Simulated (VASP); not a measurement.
# Ti (Fm-3m) in VASP: a series of runs

Runs on Ti. Level: PBE. Tasks: single point.

Program: VASP 6.6.1. These are calculated values, not measurements. Logs are shortened: lines on timing, memory, paths and dates and some standing lists are left out, and cuts for length are marked.

## 1. The cell of the first run

Symmetry: Fm-3m, No. 225, cubic system. The conventional cell has a = 3.978 Å, b = 3.978 Å, c = 3.978 Å, α = 90.00°, β = 90.00°, γ = 90.00°. Ti (site symmetry m-3m) has 12 Ti at 2.81 Å within 3.7 Å.

## 2. Single point, PBE (volume scaled by 0.9405)

File INCAR:

```
ALGO = Normal
EDIFF = 1E-6
ENCUT = 520
GGA = PE
ISIF = 2
ISMEAR = -1
LASPH = True
LCHARG = True
LELF = True
LREAL = False
LVHAR = True
LWAVE = False
NBANDS = 12
NELM = 80
PREC = Accurate
SIGMA = 0.05
```

File KPOINTS:

```
k-points
0
Gamma
  14 14 14
```

File POSCAR:

```
Ti
1.0
    0.0000000000      1.9889123197      1.9889123197
    1.9889123197      0.0000000000      1.9889123197
    1.9889123197      1.9889123197      0.0000000000
Ti
1
Direct
    0.0000000000      0.0000000000      0.0000000000
```

Potentials or basis: VASP PAW PBE potentials, release 64 (Ti_sv).

The run is started by

```
cat potpaw_PBE.64/Ti_sv/POTCAR > POTCAR
mpirun -np 1 vasp_std > vasp.out
```

OUTCAR:

```text
EDIFF = 1E-6
   ENCUT = 520
   GGA = PE
   ISIF = 2
   ISMEAR = -1
   LASPH = True
   LREAL = False
   NELM = 80
   PREC = Accurate

 ion  position               nearest neighbor table
   1  0.000  0.000  0.000-

  LATTYP: Found a face centered cubic cell.
 ALAT       =     3.9778246394

  Lattice vectors:

 A1 = (   0.0000000000,   1.9889123197,   1.9889123197)
 A2 = (   1.9889123197,   0.0000000000,   1.9889123197)
 A3 = (   1.9889123197,   1.9889123197,   0.0000000000)

Analysis of symmetry for initial positions (statically):
=====================================================================
 Subroutine PRICEL returns:
 Original cell was already a primitive cell.

 Routine SETGRP: Setting up the symmetry group for a
 face centered cubic supercell.

 Subroutine GETGRP returns: Found 48 space group operations
 (whereof 48 operations were pure point group operations)
 out of a pool of 48 trial point group operations.

The static configuration has the point symmetry O_h .

Analysis of symmetry for dynamics (positions and initial velocities):
=====================================================================
 Subroutine PRICEL returns:
 Original cell was already a primitive cell.

 Routine SETGRP: Setting up the symmetry group for a
 face centered cubic supercell.

 Subroutine GETGRP returns: Found 48 space group operations
 (whereof 48 operations were pure point group operations)
 out of a pool of 48 trial point group operations.

The dynamic configuration has the point symmetry O_h .

 Subroutine INISYM returns: Found 48 space group operations
 (whereof 48 operations are pure point group operations),
 and found     1 'primitive' translations

----------------------------------------------------------------------------------------

                                     Primitive cell

  volume of cell :      15.7354

  direct lattice vectors                    reciprocal lattice vectors
     0.000000000  1.988912320  1.988912320    -0.251393686  0.251393686  0.251393686
     1.988912320  0.000000000  1.988912320     0.251393686 -0.251393686  0.251393686
     1.988912320  1.988912320  0.000000000     0.251393686  0.251393686 -0.251393686

  length of vectors
     2.812746777  2.812746777  2.812746777     0.435426638  0.435426638  0.435426638

  position of ions in fractional coordinates (direct lattice)
     0.000000000  0.000000000  0.000000000

  ion indices of the primitive-cell ions
   primitive index   ion index
                 1           1

----------------------------------------------------------------------------------------

 KPOINTS: k-points

Automatic generation of k-mesh.
 Grid dimensions read from file:
 generate k-points for:   14   14   14

 Generating k-lattice:

  Cartesian coordinates                     Fractional coordinates (reciprocal lattice)
    -0.017956692  0.017956692  0.017956692     0.071428571  0.000000000  0.000000000
     0.017956692 -0.017956692  0.017956692     0.000000000  0.071428571  0.000000000
     0.017956692  0.017956692 -0.017956692     0.000000000  0.000000000  0.071428571

  Length of vectors
     0.031101903  0.031101903  0.031101903

  Shift w.r.t. Gamma in fractional coordinates (k-lattice)
     0.000000000  0.000000000  0.000000000

 Subroutine IBZKPT returns following result:
 ===========================================

 Found    104 irreducible k-points:

 Following reciprocal coordinates:
            Coordinates               Weight
  0.000000  0.000000  0.000000      1.000000
  0.071429  0.000000  0.000000      8.000000
  0.142857  0.000000  0.000000      8.000000
  0.214286  0.000000  0.000000      8.000000
  0.285714  0.000000  0.000000      8.000000
  0.357143  0.000000  0.000000      8.000000
[... 16 lines left out ...]
  0.214286  0.142857  0.000000     24.000000
  0.285714  0.142857  0.000000     24.000000
 [... further k-points ...]
   k-points           NKPTS =    104   k-points in BZ     NKDIM =    104   number of bands    NBANDS=     12
   number of dos      NEDOS =    301   number of ions     NIONS =      1
   total plane-waves  NPLWV =  13824
   dimension x,y,z NGX =    24 NGY =   24 NGZ =   24
   dimension x,y,z NGXF=    48 NGYF=   48 NGZF=   48
   ions per type =               1
   NGX,Y,Z   is equivalent  to a cutoff of  14.19, 14.19, 14.19 a.u.
   NGXF,Y,Z  is equivalent  to a cutoff of  28.37, 28.37, 28.37 a.u.
 SYSTEM =  unknown system
   PREC   = accura    normal or accurate (medium, high low for compatibility)
   ISTART =      0    job   : 0-new  1-cont  2-samecut
   ICHARG =      2    charge: 1-file 2-atom 10-const
   ISPIN  =      1    spin polarized calculation?
   LNONCOLLINEAR =      F non collinear calculations
   LSORBIT =      F    spin-orbit coupling
   LASPH  =      T    aspherical Exc in radial PAW
   ENCUT  =  520.0 eV  38.22 Ry    6.18 a.u.   5.23  5.23  5.23*2*pi/ulx,y,z
   NELM   =     80;   NELMIN=  2; NELMDL= -5     # of ELM steps
   EDIFF  = 0.1E-05   stopping-criterion for ELM
   LREAL  =      F    real-space projection
   EDIFFG = 0.1E-04   stopping-criterion for IOM
   NSW    =      0    number of steps for IOM
   IBRION =     -1    ionic relax: 0-MD 1-quasi-New 2-CG
   NFREE  =      0    steps in history (QN), initial steepest desc. (CG)
   ISIF   =      2    stress and relaxation
   ISYM   =      2    0-nonsym 1-usesym 2-fastsym
   POTIM  = 0.5000    time-step for ionic-motion
   TEBEG  =    0.0;   TEEND  =   0.0 temperature during run
   PSTRESS=    0.0 pullay stress
   NELECT =      12.0000    total number of electrons
   NUPDOWN=      -1.0000    fix difference up-down
   EMIN   =  10.00;   EMAX   =-10.00  energy-range for DOS
   EFERMI =   0.00;   METHOD = LEGACY
   ISMEAR =    -1;   SIGMA  =   0.05  broadening in eV -4-tet -1-fermi 0-gaus
   EFERMI_NEDOS =   21; number of points for ismear=-14 and -15
   IALGO  =     38    algorithm
   IMIX   =      4    mixing-type and parameters
     AMIX     =   0.40;   BMIX     =  1.00
     AMIX_MAG =   1.60;   BMIX_MAG =  1.00
  volume/ion in A,a.u.               =      15.74       106.19
  Fermi-wavevector in a.u.,A,eV,Ry     =   1.495695  2.826453 30.437628  2.237103
  Thomas-Fermi vector in A             =   2.607807
   LORBIT       =      0    0 simple, 1 ext, 2 COOP (PROOUT), +10 PAW based schemes
[... 44 lines left out ...]

 k-point     2 :       0.0714    0.0000    0.0000
  band No.  band energies     occupation
      1     -47.2304      2.00000
      2     -23.0122      2.00000
      3     -22.9705      2.00000
      4     -22.9705      2.00000
      5       3.1758      2.00000
      6      10.1270      0.00000
      7      10.3103      0.00000
      8      10.3103      0.00000
      9      12.0631      0.00000
     10      12.0631      0.00000
     11      25.2898      0.00000
     12      28.8022      0.00000

 k-point     3 :       0.1429    0.0000    0.0000
  band No.  band energies     occupation
      1     -47.2055      2.00000
      2     -23.1441      2.00000
      3     -22.9866      2.00000
      4     -22.9866      2.00000
      5       3.6961      2.00000
      6       9.8328      0.00005
      7      10.4643      0.00000
      8      10.4643      0.00000
      9      11.9868      0.00000
     10      11.9868      0.00000
     11      25.5406      0.00000
     12      26.8517      0.00000

 k-point     4 :       0.2143    0.0000    0.0000
  band No.  band energies     occupation
      1     -47.1693      2.00000
      2     -23.3315      2.00000
      3     -23.0098      2.00000
      4     -23.0098      2.00000
      5       4.4760      2.00000
      6       9.4979      0.04263
      7      10.5546      0.00000
      8      10.5546      0.00000
      9      12.0512      0.00000
     10      12.0512      0.00000
     11      24.2907      0.00000
     12      26.1872      0.00000

 k-point     5 :       0.2857    0.0000    0.0000
  band No.  band energies     occupation
      1     -47.1289      2.00000
      2     -23.5354      2.00000
      3     -23.0354      2.00000
      4     -23.0354      2.00000
      5       5.3537      2.00000
      6       9.3069      0.99701
      7      10.4671      0.00000
      8      10.4671      0.00000
      9      12.3731      0.00000
     10      12.3731      0.00000
     11      22.3581      0.00000
     12      25.7468      0.00000

 k-point     6 :       0.3571    0.0000    0.0000
  band No.  band energies     occupation
      1     -47.0921      2.00000
      2     -23.7158      2.00000
      3     -23.0583      2.00000
      4     -23.0583      2.00000
      5       6.0620      2.00000
      6       9.4623      0.08501
      7      10.2955      0.00000
      8      10.2955      0.00000
      9      12.8196      0.00000
     10      12.8196      0.00000
     11      20.5487      0.00000
     12      25.0779      0.00000

 k-point     7 :       0.4286    0.0000    0.0000
  band No.  band energies     occupation
      1     -47.0665      2.00000
      2     -23.8388      2.00000
      3     -23.0741      2.00000
      4     -23.0741      2.00000
      5       6.4087      2.00000
      6       9.9381      0.00001
      7      10.1556      0.00000
      8      10.1556      0.00000
      9      13.1909      0.00000
     10      13.1909      0.00000
     11      19.1360      0.00000
     12      24.5528      0.00000

 k-point     8 :       0.5000    0.0000    0.0000
  band No.  band energies     occupation
      1     -47.0573      2.00000
      2     -23.8824      2.00000
      3     -23.0797      2.00000
      4     -23.0797      2.00000
      5       6.4919      2.00000
      6      10.1036      0.00000
      7      10.1036      0.00000
      8      10.2224      0.00000
      9      13.3348      0.00000
     10      13.3348      0.00000
     11      18.5669      0.00000
     12      24.3620      0.00000
[... 166 lines left out ...]
 k-point    20 :      -0.1429    0.0714    0.0000
  band No.  band energies     occupation
      1     -47.1875      2.00000
      2     -23.2187      2.00000
      3     -23.0299      2.00000
      4     -22.9856      2.00000
      5       4.0808      2.00000
      6       9.6209      0.00371
      7      10.5296      0.00000
      8      10.6001      0.00000
      9      11.7022      0.00000
     10      12.2276      0.00000
     11      25.4677      0.00000
     12      26.2738      0.00000

 k-point    21 :      -0.0714    0.0714    0.0000
  band No.  band energies     occupation
      1     -47.2162      2.00000
      2     -23.0776      2.00000
      3     -22.9973      2.00000
      4     -22.9722      2.00000
      5       3.4703      2.00000
      6       9.9365      0.00001
      7      10.4112      0.00000
      8      10.4260      0.00000
      9      11.8776      0.00000
     10      12.1288      0.00000
     11      25.5309      0.00000
     12      27.7197      0.00000

 k-point    22 :       0.1429    0.1429    0.0000
  band No.  band energies     occupation
      1     -47.1943      2.00000
      2     -23.1392      2.00000
      3     -23.0254      2.00000
      4     -23.0254      2.00000
      5       3.9218      2.00000
      6       9.5561      0.01349
      7      10.6858      0.00000
      8      10.6858      0.00000
      9      11.4304      0.00000
     10      12.3215      0.00000
     11      26.0068      0.00000
     12      27.5412      0.00000

 k-point    23 :       0.2143    0.1429    0.0000
  band No.  band energies     occupation
      1     -47.1673      2.00000
      2     -23.2603      2.00000
      3     -23.0554      2.00000
      4     -23.0483      2.00000
      5       4.4960      2.00000
      6       9.2405      1.57881
      7      10.7434      0.00000
      8      10.8927      0.00000
      9      11.3483      0.00000
     10      12.4381      0.00000
     11      25.8495      0.00000
     12      26.5303      0.00000

 k-point    24 :       0.2857    0.1429    0.0000
  band No.  band energies     occupation
      1     -47.1321      2.00000
      2     -23.4264      2.00000
      3     -23.0847      2.00000
      4     -23.0758      2.00000
      5       5.2769      2.00000
      6       8.9608      1.99801
      7      10.3956      0.00000
      8      10.9704      0.00000
      9      11.8347      0.00000
     10      12.6730      0.00000
     11      23.9747      0.00000
     12      26.2722      0.00000

 [... further k-points ...]
[... 5 lines left out ...]
  --------------------------------------------------------------------------------------
  -------------------------------------------------------------------------------------
  Total        1.2051296      1.2051296      1.2051296     -0.0000000      0.0000000      0.0000000
  in kB      122.7064641    122.7064641    122.7064641     -0.0000000      0.0000000      0.0000000
  external PRESSURE =     122.7064641 kB  Pullay stress =       0.0000000 kB

 VOLUME and BASIS-vectors are now :
 -----------------------------------------------------------------------------
  energy-cutoff  :      520.00
  volume of cell :       15.74
      direct lattice vectors                 reciprocal lattice vectors
     0.000000000  1.988912320  1.988912320    -0.251393686  0.251393686  0.251393686
     1.988912320  0.000000000  1.988912320     0.251393686 -0.251393686  0.251393686
     1.988912320  1.988912320  0.000000000     0.251393686  0.251393686 -0.251393686

 POSITION                                       TOTAL-FORCE (eV/Angst)
 -----------------------------------------------------------------------------------
      0.00000      0.00000      0.00000         0.000000      0.000000     -0.000000
 -----------------------------------------------------------------------------------
    total drift:                                0.000000      0.000000     -0.000000

  FREE ENERGIE OF THE ION-ELECTRON SYSTEM (eV)
  ---------------------------------------------------
  free  energy   TOTEN  =        -7.7260523351 eV

  energy  without entropy=       -7.7124516857  energy(sigma->0) =       -7.71925201
```

It took 13 s on 1 thread of Intel Xeon Platinum 8375C at 2.90GHz (Ice Lake), shared host; peak memory 0.14 GiB.

Results:

```
Free energy            : -7.7261 eV
Pressure               : 12.3 GPa
Band gap on the k mesh : zero (band 6 reaches 10.24 eV, above the bottom of band 7 at 8.84 eV)
```

Levels at points of the mesh, in eV from the Fermi level:
```
           k point  band 4  band 5  band 6  band 7  band 8  band 9
(0.00, 0.00, 0.00)  -32.27   -6.31    0.94    0.94    0.94    2.80
(0.50, 0.00, 0.00)  -32.39   -2.81    0.80    0.80    0.92    4.03
(0.50, 0.50, 0.00)  -32.59   -2.93   -1.99    3.34    4.02    4.35
```

## 3. Single point, PBE (volume scaled by 0.97)

File INCAR:

```
ALGO = Normal
EDIFF = 1E-6
ENCUT = 520
GGA = PE
ISIF = 2
ISMEAR = -1
LASPH = T
LCHARG = F
LREAL = F
LWAVE = F
NBANDS = 12
NELM = 60
PREC = Accurate
SIGMA = 0.05
```

KPOINTS is that of step 2.

File POSCAR:

```
Ti
1.0
    0.0000000000      2.0094935475      2.0094935475
    2.0094935475      0.0000000000      2.0094935475
    2.0094935475      2.0094935475      0.0000000000
Ti
1
Direct
    0.0000000000      0.0000000000      0.0000000000
```

Potentials or basis: VASP PAW PBE potentials, release 64 (Ti_sv).

The run is started by

```
cat potpaw_PBE.64/Ti_sv/POTCAR > POTCAR
mpirun -np 1 vasp_std > vasp.out
```

Wall time 13 s (1 thread of Intel Xeon Platinum 8375C at 2.90GHz (Ice Lake), shared host); peak memory 0.15 GiB.

Results (log left out):

* Free energy: -7.7573 eV
* Pressure: 8.0 GPa
* Band gap on the k mesh: zero (band 6 reaches 9.88 eV, above the bottom of band 7 at 8.51 eV)

Levels at points of the mesh, in eV from the Fermi level:
```
           k point  band 2  band 3  band 4  band 5  band 6  band 7  band 8  band 9  band 10  band 11
(0.00, 0.00, 0.00)  -32.37  -32.37  -32.37   -6.25    0.92    0.92    0.92    2.71     2.71    15.63
(0.50, 0.00, 0.00)  -33.20  -32.47  -32.47   -2.74    0.79    0.79    0.82    3.88     3.88     8.90
(0.50, 0.50, 0.00)  -33.14  -32.66  -32.66   -2.81   -1.90    3.17    3.88    4.19     4.19    11.36
```

## 4. Single point, PBE (volume scaled by 1.03)

Edit INCAR of step 3 so:

```diff
@@ -7,4 +7,6 @@
 LASPH = T
-LCHARG = F
+LCHARG = T
+LELF = T
 LREAL = F
+LVHAR = T
 LWAVE = F
```

KPOINTS is that of step 3.

File POSCAR:

```
Ti
1.0
    0.0000000000      2.0501003171      2.0501003171
    2.0501003171      0.0000000000      2.0501003171
    2.0501003171      2.0501003171      0.0000000000
Ti
1
Direct
    0.0000000000      0.0000000000      0.0000000000
```

The run is started by

```
cat potpaw_PBE.64/Ti_sv/POTCAR > POTCAR
mpirun -np 1 vasp_std > vasp.out
```

Wall time 13 s (1 thread of Intel Xeon Platinum 8375C at 2.90GHz (Ice Lake), shared host); peak memory 0.14 GiB.

It converged, with:

| Item | Value |
| --- | --- |
| Free energy | -7.7840 eV |
| Pressure | 0.8 GPa |
| Band gap on the k mesh | zero (band 6 reaches 9.18 eV, above the bottom of band 7 at 7.90 eV) |

Levels at points of the mesh, in eV from the Fermi level:
```tsv
k point	band 3	band 4	band 5	band 6	band 7	band 8	band 9	band 10
(0.00, 0.00, 0.00)	-32.55	-32.55	-6.11	0.88	0.88	0.88	2.53	2.53
(0.50, 0.00, 0.00)	-32.63	-32.63	-2.60	0.65	0.77	0.77	3.61	3.61
(0.50, 0.50, 0.00)	-32.79	-32.79	-2.60	-1.73	2.88	3.60	3.88	3.88
```

## 5. Single point, PBE (volume scaled by 1.06)

File INCAR:

```
SYSTEM = Ti
PREC     = Accurate       ! precision mode
ENCUT    = 520            ! plane-wave cutoff, eV
EDIFF    = 1E-6           ! SCF threshold, eV
ISMEAR   = -1             ! smearing method
SIGMA    = 0.05           ! smearing width, eV
LREAL    = .FALSE.        ! projectors in reciprocal space
LASPH    = .TRUE.         ! aspherical terms in the spheres
NELM     = 60             ! most SCF steps
ALGO     = Normal         ! electronic algorithm
ISIF     = 2              ! what is computed and relaxed
LWAVE    = .FALSE.        ! write WAVECAR
LCHARG   = .FALSE.        ! write CHGCAR
GGA      = PE             ! functional
NBANDS   = 12             ! bands
```

File KPOINTS:

```
Automatic mesh
0
G
  14 14 14
  0 0 0
```

File POSCAR:

```
Ti
1.0
    0.0000000000      2.0698140295      2.0698140295
    2.0698140295      0.0000000000      2.0698140295
    2.0698140295      2.0698140295      0.0000000000
Ti
1
Direct
    0.0000000000      0.0000000000      0.0000000000
```

The run is started by

```
cat potpaw_PBE.64/Ti_sv/POTCAR > POTCAR
mpirun -np 1 vasp_std > vasp.out
```

Wall time 13 s (1 thread of Intel Xeon Platinum 8375C at 2.90GHz (Ice Lake), shared host); peak memory 0.15 GiB.

The run converged. Its results:

```yaml
Free_energy: -7.7817 eV
Pressure: -2.2 GPa
Band_gap_on_the_k_mesh: zero (band 6 reaches 8.86 eV, above the bottom of band 7 at 7.62 eV)
```

Levels at points of the mesh, in eV from the Fermi level:
```tsv
k point	band 2	band 3	band 4	band 5	band 6	band 7	band 8	band 9	band 10	band 11
(0.00, 0.00, 0.00)	-32.63	-32.63	-32.63	-6.04	0.86	0.86	0.86	2.45	2.45	15.13
(0.50, 0.00, 0.00)	-33.25	-32.71	-32.71	-2.54	0.59	0.75	0.75	3.48	3.48	7.95
(0.50, 0.50, 0.00)	-33.21	-32.85	-32.85	-2.50	-1.65	2.75	3.48	3.74	3.74	10.30
```

## 6. Overview

```csv
cell,gap on the mesh (eV),pressure (GPa)
"a = 2.813 Å, angles 60.0°, 1 atom",none,12.3
"a = 2.842 Å, angles 60.0°, 1 atom",none,8.0
"a = 2.899 Å, angles 60.0°, 1 atom",none,0.8
"a = 2.927 Å, angles 60.0°, 1 atom",none,-2.2
```

Alike in all rows: task single point; level PBE; potentials or basis VASP PAW PBE potentials, release 64 (Ti_sv); no spin polarisation; k mesh 14 × 14 × 14; cutoff (eV) 520; smearing fermi-dirac 0.05 eV.

Absolute energies hang on the potentials; compare differences alone.
